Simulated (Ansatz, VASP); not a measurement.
# Two plane-wave programs on GaN

File POSCAR:

```
GaN
1.0
    5.2303800000      0.0000000000      0.0000000000
   -2.6151900000      4.5296400000      0.0000000000
    0.0000000000      0.0000000000      3.3901000000
Ga N
1 1
Direct
    0.0000000000      0.0000000000      0.5000000000
    0.0000000000      0.0000000000      0.0000000000
```

The input INCAR.step1:

```
SYSTEM = GaN
ALGO = Normal ; EDIFF = 1E-5
ENCUT = 520 ; GGA = PE
ISIF = 2 ; ISMEAR = -1
LASPH = .True. ; LCHARG = .False.
LREAL = .False. ; LWAVE = .True.
NBANDS = 16 ; NELM = 100
PREC = Accurate ; SIGMA = 0.05
```

The input INCAR.step2:

```
SYSTEM = GaN
ALGO = Normal ; EDIFF = 1E-6
ENCUT = 520 ; GGA = PE
HFSCREEN = 0.2079 ; ISIF = 2
ISMEAR = -1 ; ISTART = 1
LASPH = .True. ; LCHARG = .False.
LHFCALC = .True. ; LREAL = .False.
LWAVE = .False. ; NBANDS = 16
NELM = 100 ; PREC = Accurate
PRECFOCK = Normal ; SIGMA = 0.05
```

The input KPOINTS:

```
k-points
0
Gamma
  3 3 4
  0 0 0
```

input

```
crystal:
  lattice:
    - [5.23038, 0.0, 0.0]
    - [-2.61519, 4.52964, 0.0]
    - [0.0, 0.0, 3.3901]
  atoms:
    - { symbol: Ga, position: [0.0, 0.0, 0.5] }
    - { symbol: "N", position: [0.0, 0.0, 0.0] }
hamiltonian:
  xc: hse06
  pseudopotentials: { kind: paw }
kpoints:
  mp_grid: { grid: [3, 3, 4] }
  band_path:
    path:
      - [[0.0, 0.0, 0.0], [0.5, 0.0, 0.0], [0.3333333333, 0.3333333333, 0.0], [0.0, 0.0, 0.0], [0.0, 0.0, 0.5], [0.5, 0.0, 0.5], [0.3333333333, 0.3333333333, 0.5], [0.0, 0.0, 0.5]]
      - [[0.5, 0.0, 0.5], [0.5, 0.0, 0.0]]
      - [[0.3333333333, 0.3333333333, 0.0], [0.3333333333, 0.3333333333, 0.5]]
    npoints: 4
scf:
  occupations: { method: fermi_dirac, width: 0.05 }
  n_extra_bands: 6
output:
  forces: true
  stress: true
  eigenvalues: true
  fatbands: false
```

Alike in both runs: functional HSE06; k mesh 3 × 3 × 4; occupations fermi-dirac, width 0.05 eV; no spin polarisation.

|  | VASP | Ansatz |
| --- | --- | --- |
| version | VASP 6.6.1 | Ansatz 0.2.0 |
| potentials or method | VASP PAW PBE potentials, release 64 (Ga_d, N) | Ansatz PAW |
| plane-wave cutoff (eV) | 520 | 420 |
| valence electrons in the cell | 18 | 18 |
| task | single point | band structure |

|  | VASP | Ansatz | Ansatz less VASP |
| --- | --- | --- | --- |
| gap on the k mesh at the Fermi level (eV) | 2.35 | 2.35 | -0.001 |
| least direct gap on the mesh (eV) | 4.15 | 4.15 | -0.001 |
| pressure (GPa) | -1.3 | -0.9 | +0.31 |
| traceless stress, the component that is largest in VASP (GPa) | -2.62 | -2.03 | +0.585 |

The k mesh is coarse, so the values compare programs but aren't converged.
